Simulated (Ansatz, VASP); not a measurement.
**Au in VASP and in Ansatz**

```xyz
1
Lattice="2.4509 -1.4773 0.0000 2.4509 1.4773 0.0000 -1.6095 0.0000 2.3846" Properties=species:S:1:pos:R:3 pbc="T T T"
Au    0.0000    0.0000    0.0000
```

Alike in both runs: task relaxation of cell and atoms; functional PBE; k mesh 8 × 8 × 8; occupations gaussian, width 0.1 eV; no spin polarisation.

|  | VASP | Ansatz |
| --- | --- | --- |
| version | VASP 6.6.1 | Ansatz 0.2.0 |
| potentials or method | VASP PAW PBE potentials, release 64 (Au), cutoff 600 eV | scalar-relativistic, plane waves, PAW |
| valence electrons in the cell | 11 | 19 |

Ansatz gave:

| Property | Result |
| --- | --- |
| gap on the k mesh at the Fermi level, each at its own relaxed structure (eV) | none |
| relaxed volume (Å³/atom) | 18.10 |
| relaxed cell length with the largest relative difference (Å) | 2.835 |

Problem. What did VASP give for the same quantities?

Solution. gap on the k mesh at the Fermi level, each at its own relaxed structure (eV): none; relaxed volume (Å³/atom): 18.10; relaxed cell length with the largest relative difference (Å): 2.830.

A gap of «none» marks a metal or a gap that the smearing closes. VASP's potentials hold 11 valence electrons a cell and Ansatz's 19, so a difference there can come from the potentials and not from the codes.

Neither program's run includes spin-orbit coupling.
